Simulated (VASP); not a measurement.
# RbCl (Fm-3m) in VASP: further runs

Runs on RbCl. Level: PBEsol. Tasks: single point, relaxation of cell and atoms.

Program: VASP 6.6.1. These are calculated values, not measurements. Logs are shortened: lines on timing, memory, paths and dates and some standing lists are left out, and cuts for length are marked.

## Step 1: The cell of the first run

It takes space group Fm-3m (No. 225, cubic). Conventional cell: a = 6.540 Å, b = 6.540 Å, c = 6.540 Å, α = 90.00°, β = 90.00°, γ = 90.00°. Rb (site symmetry m-3m) has 6 Cl at 3.27 Å within 4.3 Å. Cl (site symmetry m-3m) has 6 Rb at 3.27 Å within 4.3 Å.

## Step 2: Single point, PBEsol

File INCAR:

```
SYSTEM = RbCl
PREC = Accurate
ENCUT = 500
EDIFF = 1E-6
ISMEAR = 0
SIGMA = 0.02
LREAL = .False.
LASPH = .True.
NELM = 120
ALGO = Normal
ISIF = 2
LWAVE = .False.
LCHARG = .False.
GGA = PS
NBANDS = 15
GGA_COMPAT = .False.
```

File KPOINTS:

```
regular mesh
0
Gamma
  6 6 6
  0 0 0
```

File POSCAR:

```
RbCl
1.0
    0.0000000000      3.2701473225      3.2701473225
    3.2701473225      0.0000000000      3.2701473225
    3.2701473225      3.2701473225      0.0000000000
Rb Cl
1 1
Direct
    0.0000000000      0.0000000000      0.0000000000
    0.5000000000      0.5000000000      0.5000000000
```

Potentials or basis: VASP PAW PBE potentials, release 64 (Rb_sv, Cl).

Launch:

```sh
> cat potpaw_PBE.64/Rb_sv/POTCAR potpaw_PBE.64/Cl/POTCAR > POTCAR
> mpirun -np 1 vasp_std > vasp.out
```

OUTCAR:

```text
SYSTEM = RbCl
   PREC = Accurate
   ENCUT = 500
   EDIFF = 1E-6
   ISMEAR = 0
   LREAL = .False.
   LASPH = .True.
   NELM = 120
   ISIF = 2
   GGA = PS

 ion  position               nearest neighbor table
   1  0.000  0.000  0.000-   2 3.27   2 3.27   2 3.27   2 3.27   2 3.27   2 3.27
   2  0.500  0.500  0.500-   1 3.27   1 3.27   1 3.27   1 3.27   1 3.27   1 3.27

  LATTYP: Found a face centered cubic cell.
 ALAT       =     6.5402946450

  Lattice vectors:

 A1 = (   0.0000000000,   3.2701473225,   3.2701473225)
 A2 = (   3.2701473225,   0.0000000000,   3.2701473225)
 A3 = (   3.2701473225,   3.2701473225,   0.0000000000)

Analysis of symmetry for initial positions (statically):
=====================================================================
 Subroutine PRICEL returns:
 Original cell was already a primitive cell.

 Routine SETGRP: Setting up the symmetry group for a
 face centered cubic supercell.

 Subroutine GETGRP returns: Found 48 space group operations
 (whereof 48 operations were pure point group operations)
 out of a pool of 48 trial point group operations.

The static configuration has the point symmetry O_h .

Analysis of symmetry for dynamics (positions and initial velocities):
=====================================================================
 Subroutine PRICEL returns:
 Original cell was already a primitive cell.

 Routine SETGRP: Setting up the symmetry group for a
 face centered cubic supercell.

 Subroutine GETGRP returns: Found 48 space group operations
 (whereof 48 operations were pure point group operations)
 out of a pool of 48 trial point group operations.

The dynamic configuration has the point symmetry O_h .

 Subroutine INISYM returns: Found 48 space group operations
 (whereof 48 operations are pure point group operations),
 and found     1 'primitive' translations

----------------------------------------------------------------------------------------

                                     Primitive cell

  volume of cell :      69.9410

  direct lattice vectors                    reciprocal lattice vectors
     0.000000000  3.270147323  3.270147323    -0.152898310  0.152898310  0.152898310
     3.270147323  0.000000000  3.270147323     0.152898310 -0.152898310  0.152898310
     3.270147323  3.270147323  0.000000000     0.152898310  0.152898310 -0.152898310

  length of vectors
     4.624686694  4.624686694  4.624686694     0.264827642  0.264827642  0.264827642

  position of ions in fractional coordinates (direct lattice)
     0.000000000  0.000000000  0.000000000
     0.500000000  0.500000000  0.500000000

  ion indices of the primitive-cell ions
   primitive index   ion index
                 1           1
                 2           2
[... 77 lines left out ...]
   EFERMI =   0.00;   METHOD = LEGACY
   ISMEAR =     0;   SIGMA  =   0.02  broadening in eV -4-tet -1-fermi 0-gaus
   EFERMI_NEDOS =   21; number of points for ismear=-14 and -15
   IALGO  =     38    algorithm
   IMIX   =      4    mixing-type and parameters
     AMIX     =   0.40;   BMIX     =  1.00
     AMIX_MAG =   1.60;   BMIX_MAG =  1.00
  volume/ion in A,a.u.               =      34.97       235.99
  Fermi-wavevector in a.u.,A,eV,Ry     =   1.001238  1.892066 13.639546  1.002478
  Thomas-Fermi vector in A             =   2.133647
   LORBIT       =      0    0 simple, 1 ext, 2 COOP (PROOUT), +10 PAW based schemes
   GGA     = PS    functional components
   LHFCALC =     F    Hartree Fock is set to
   AEXX    =    0.0000 exact exchange contribution
   IVDW    =     0    specifies the selected vdW correction
   LEPSILON=     F    determine dielectric tensor
   LRPA    =     F    only Hartree local field effects (RPA)
 non-spin polarized calculation
 Gauss-broadening in eV      SIGMA  =   0.02
  energy-cutoff  :      500.00
  volume of cell :       69.94
 maximum number of plane-waves:      1807
 NGX is ok and might be reduce to    36
   NGX = 17   NGY = 17   NGZ = 17

 number of electron      16.0000001 magnetization

 Free energy of the ion-electron system (eV)
  ---------------------------------------------------
  ext. energy  EPLUGINS =         0.00000000
  ---------------------------------------------------
  free energy    TOTEN  =        -6.89446774 eV

  energy without entropy =       -6.89446774  energy(sigma->0) =       -6.89446774

 E-fermi :  -1.7732     XC(G=0):  -7.6055

 val. band max:       -1.8807423163   @ k =   0.0000   0.0000   0.0000
 cond. band min:       3.0169402112   @ k =   0.0000   0.0000   0.0000
 fundamental gap:      4.8976825275
 Fermi energy:        -1.7731578226

 k-point     1 :       0.0000    0.0000    0.0000
  band No.  band energies     occupation
      1     -25.7136      2.00000
      2     -13.8669      2.00000
      3      -9.7736      2.00000
      4      -9.7736      2.00000
      5      -9.7736      2.00000
      6      -1.8807      2.00000
      7      -1.8807      2.00000
      8      -1.8807      2.00000
      9       3.0169      0.00000
     10       6.0336      0.00000
     11       6.0336      0.00000
     12       6.0336      0.00000
     13       7.0272      0.00000
     14       7.0272      0.00000
[... 257 lines left out ...]
      2     -13.8430      2.00000
      3     -10.0157      2.00000
      4      -9.9289      2.00000
      5      -9.7909      2.00000
      6      -2.2640      2.00000
      7      -2.1735      2.00000
      8      -2.0641      2.00000
      9       4.9090      0.00000
     10       6.6096      0.00000
     11       6.9043      0.00000
     12       7.9583      0.00000
     13       8.9778      0.00000
     14       9.9511      0.00000
     15      10.4264      0.00000

------------------------ aborting loop because EDIFF is reached ----------------------------------------

  FORCE on cell =-STRESS in cart. coord.  units (eV):
  Direction    XX          YY          ZZ          XY          YZ          ZX
  --------------------------------------------------------------------------------------
  -------------------------------------------------------------------------------------
  Total        0.0152795      0.0152795      0.0152795     -0.0000000      0.0000000      0.0000000
  in kB        0.3500154      0.3500154      0.3500154     -0.0000000      0.0000000      0.0000000
  external PRESSURE =       0.3500154 kB  Pullay stress =       0.0000000 kB

 VOLUME and BASIS-vectors are now :
 -----------------------------------------------------------------------------
  energy-cutoff  :      500.00
  volume of cell :       69.94
      direct lattice vectors                 reciprocal lattice vectors
     0.000000000  3.270147323  3.270147323    -0.152898310  0.152898310  0.152898310
     3.270147323  0.000000000  3.270147323     0.152898310 -0.152898310  0.152898310
     3.270147323  3.270147323  0.000000000     0.152898310  0.152898310 -0.152898310

 POSITION                                       TOTAL-FORCE (eV/Angst)
 -----------------------------------------------------------------------------------
      0.00000      0.00000      0.00000         0.000000      0.000000      0.000000
      3.27015      3.27015      3.27015        -0.000000     -0.000000     -0.000000
 -----------------------------------------------------------------------------------
    total drift:                                0.000000      0.000000      0.000000

  FREE ENERGIE OF THE ION-ELECTRON SYSTEM (eV)
  ---------------------------------------------------
  free  energy   TOTEN  =        -6.8944677430 eV

  energy  without entropy=       -6.8944677430  energy(sigma->0) =       -6.89446774
```

stdout:

```text
POSCAR found type information on POSCAR RbCl
 POSCAR found :  2 types and       2 ions
 scaLAPACK will be used
 -----------------------------------------------------------------------------
|                                                                             |
|                                                                             |
|     You enforced a specific xc type in the INCAR file but a different       |
|     I HOPE YOU KNOW WHAT YOU ARE DOING!                                     |
|                                                                             |
 -----------------------------------------------------------------------------

 LDA part: xc-table for (Slater+PW92), standard interpolation
 POSCAR, INCAR and KPOINTS ok, starting setup
 FFT: planning ... GRIDC
 FFT: planning ... GRID_SOFT
 FFT: planning ... GRID
 WAVECAR not read
 entering main loop
```

Run time: 34 s. Hardware: 1 thread of AMD EPYC 7R13, shared host; peak memory 0.17 GiB.

What came out:

```
Free energy            : -6.8945 eV
Pressure               : 0.0 GPa
Band gap on the k mesh : 4.90 eV
```

Caveat: the PAW data sets were made with another functional, which shifts forces and pressure a little.

## Step 3: Relaxation of cell and atoms, PBEsol

This run uses another cell than the first one, of 36.22 Å³/atom.

File INCAR:

```
SYSTEM = RbCl
ALGO = Normal
EDIFF = 1E-7
EDIFFG = -0.005
ENCUT = 500
GGA = PS
GGA_COMPAT = .FALSE.
IBRION = 2
ISIF = 3
ISMEAR = 0
LASPH = .TRUE.
LCHARG = .FALSE.
LREAL = .FALSE.
LWAVE = .FALSE.
NELM = 120
NELMIN = 4
NSW = 100
PREC = Accurate
SIGMA = 0.02
```

File KPOINTS:

```
k-points
0
G
  6 6 6
  0 0 0
```

File POSCAR:

```
RbCl
1.0
    0.0000000000      3.3087073290      3.3087073290
    3.3087073290      0.0000000000      3.3087073290
    3.3087073290      3.3087073290      0.0000000000
Rb Cl
1 1
Direct
    0.0000000000      0.0000000000      0.0000000000
    0.5000000000      0.5000000000      0.5000000000
```

Potentials or basis: VASP PAW PBE potentials, release 64 (Rb_sv, Cl).

Launch:

```sh
> cat potpaw_PBE.64/Rb_sv/POTCAR potpaw_PBE.64/Cl/POTCAR > POTCAR
> mpirun -np 1 vasp_std > vasp.out
```

OUTCAR:

```text
SYSTEM = RbCl
   EDIFF = 1E-7
   EDIFFG = -0.005
   ENCUT = 500
   GGA = PS
   IBRION = 2
   ISIF = 3
   ISMEAR = 0
   LASPH = .TRUE.
   LREAL = .FALSE.
   NELM = 120
   NELMIN = 4
   NSW = 100
   PREC = Accurate

 ion  position               nearest neighbor table
   1  0.000  0.000  0.000-   2 3.31   2 3.31   2 3.31   2 3.31   2 3.31   2 3.31
   2  0.500  0.500  0.500-   1 3.31   1 3.31   1 3.31   1 3.31   1 3.31   1 3.31

  LATTYP: Found a face centered cubic cell.
 ALAT       =     6.6174146580

  Lattice vectors:

 A1 = (   0.0000000000,   3.3087073290,   3.3087073290)
 A2 = (   3.3087073290,   0.0000000000,   3.3087073290)
[... 176 lines left out ...]
  -------------------------------------------------------------------------------------
  Total       -0.2267713     -0.2267713     -0.2267713      0.0000000      0.0000000     -0.0000000
  in kB       -5.0152625     -5.0152625     -5.0152625      0.0000000      0.0000000     -0.0000000
  external PRESSURE =      -5.0152625 kB  Pullay stress =       0.0000000 kB
[... 59 lines left out ...]
--------------------------------------- Ionic step        3  -------------------------------------------

 number of electron      16.0000001 magnetization

 Free energy of the ion-electron system (eV)
  ---------------------------------------------------
  ext. energy  EPLUGINS =         0.00000000
  ---------------------------------------------------
  free energy    TOTEN  =        -6.89499564 eV

  energy without entropy =       -6.89499564  energy(sigma->0) =       -6.89499564

 E-fermi :  -1.7919     XC(G=0):  -7.5922

 val. band max:       -1.8925775549   @ k =   0.0000   0.0000   0.0000
 cond. band min:       2.9966136740   @ k =   0.0000   0.0000   0.0000
 fundamental gap:      4.8891912289
 Fermi energy:        -1.7918966532

 k-point     1 :       0.0000    0.0000    0.0000
  band No.  band energies     occupation
      1     -25.7320      2.00000
      2     -13.8759      2.00000
      3      -9.7920      2.00000
      4      -9.7920      2.00000
      5      -9.7920      2.00000
      6      -1.8926      2.00000
      7      -1.8926      2.00000
      8      -1.8926      2.00000
      9       2.9966      0.00000
     10       6.0207      0.00000
     11       6.0207      0.00000
     12       6.0207      0.00000
[... 252 lines left out ...]
  FREE ENERGIE OF THE ION-ELECTRON SYSTEM (eV)
  ---------------------------------------------------
  free  energy   TOTEN  =        -6.8949956403 eV

  energy  without entropy=       -6.8949956403  energy(sigma->0) =       -6.89499564

 reached required accuracy - stopping structural energy minimisation
```

Run time: 66 s. Hardware: 1 thread of AMD EPYC 7R13, shared host; peak memory 0.18 GiB.

What came out:

| Property | Result |
| --- | --- |
| Free energy | -6.8950 eV |
| Relaxed volume | 35.08 Å³/atom |
| Relaxed cell | a = 4.629 Å, b = 4.629 Å, c = 4.629 Å, α = 60.00°, β = 60.00°, γ = 60.00° |
| Space group after relaxing (to 0.1 Å) | Fm-3m (No. 225) |
| Energy gained by relaxing | 1.9 meV/atom |
| Ionic steps | 3 |
| Pressure after relaxing | 0.0 GPa |
| Band gap on the k mesh | 4.89 eV |

Step by step:
| step | energy change (eV) | largest force (eV/Å) | pressure (GPa) | volume (Å³) |
| --- | --- | --- | --- | --- |
| 1 | 0.0000 | 0.0000 | -0.50 | 72.44 |
| 2 | -0.0028 | 0.0000 | -0.26 | 71.26 |
| 3 | -0.0038 | 0.0000 | -0.01 | 70.16 |

Final structure:
```xyz
2
Lattice="0.0000 3.2735 3.2735 3.2735 0.0000 3.2735 3.2735 3.2735 0.0000" Properties=species:S:1:pos:R:3 pbc="T T T"
Rb    0.0000    0.0000    0.0000
Cl    3.2735    3.2735    3.2735
```

Caveat: the PAW data sets were made with another functional, which shifts forces and pressure a little.
